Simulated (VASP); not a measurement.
Crystal: Ca.

```
Ca
1.0
     0.00000    2.79420    2.79420
     2.79420    0.00000    2.79420
     2.79420    2.79420    0.00000
Ca
1
Direct
  0.00000 0.00000 0.00000
```

```yaml
Program: VASP 6.6.1
Task: relaxation of cell and atoms
Functional: PBEsol
Potentials_or_basis: VASP PAW PBE potentials, release 64 (Ca_sv)
Cutoff: 600 eV
k_mesh: 6 × 6 × 6
Occupations: fermi-dirac, width 0.05 eV
Spin: no spin polarisation
```

At the start: pressure -1.2 GPa; volume 43.63 Å³/atom.

Question: Where does the relaxation end?

Answer: Over 3 steps the energy falls by 12.4 meV/atom and the volume is 40.52 Å³/atom (-7.1 %); space group Fm-3m (No. 225, to 0.05 Å).

The path:
| step | energy change (eV) | largest force (eV/Å) | pressure (GPa) | volume (Å³) |
| --- | --- | --- | --- | --- |
| 1 | 0.0000 | 0.0000 | -1.19 | 43.63 |
| 2 | -0.0106 | 0.0000 | -0.48 | 41.62 |
| 3 | -0.0124 | 0.0000 | -0.03 | 40.52 |

Final structure:
```yaml
crystal:
  lattice:
    - [0.00000, 2.72610, 2.72610]
    - [2.72610, 0.00000, 2.72610]
    - [2.72610, 2.72610, 0.00000]
  atoms:
    - { symbol: Ca, position: [0.00000, 0.00000, 0.00000] }
```

Caveat: the PAW data sets were made with another functional, which shifts forces and pressure a little.
